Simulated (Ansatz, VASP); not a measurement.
HfZrS4: VASP beside Ansatz

```
CELL_PARAMETERS angstrom
5.87271 0.00000 0.00000
0.00000 3.58850 0.00000
0.00000 0.00000 6.21547
ATOMIC_POSITIONS crystal
Zr 0.00000 0.50000 0.50000
Hf 0.00000 0.00000 0.00000
S 0.23791 0.50000 0.83333
S 0.23791 0.00000 0.33333
S 0.76209 0.00000 0.66667
S 0.76209 0.50000 0.16667
```

Alike in both runs: task single point; functional PBE; k mesh 4 × 6 × 4; occupations gaussian, width 0.1 eV; no spin polarisation.

|  | VASP | Ansatz |
| --- | --- | --- |
| version | VASP 6.6.1 | Ansatz 0.2.0 |
| potentials or method | VASP PAW PBE potentials, release 64 (Zr_sv, Hf_pv, S), cutoff 520 eV | scalar-relativistic, plane waves, PAW |
| valence electrons in the cell | 46 | 62 |

VASP gave:

```
gap on the k mesh at the Fermi level (eV)                     : 1.00
least direct gap on the mesh (eV)                             : 1.20
pressure (GPa)                                                : 8.1
traceless stress, the component that is largest in VASP (GPa) : -0.13
rms of the force components (eV/Å)                            : 0.478
```

Question: What did Ansatz give for the same quantities?

Answer: gap on the k mesh at the Fermi level (eV): 0.99; least direct gap on the mesh (eV): 1.19; pressure (GPa): 8.4; traceless stress, the component that is largest in VASP (GPa): -0.11; rms of the force components (eV/Å): 0.488.

Atom by atom the forces differ by 0.022 eV/Å (rms over components). With one functional, cell and mesh, what is left measures potentials, basis and numerics. VASP's potentials hold 46 valence electrons a cell and Ansatz's 62, so a difference there can come from the potentials and not from the codes.

Neither program's run includes spin-orbit coupling.
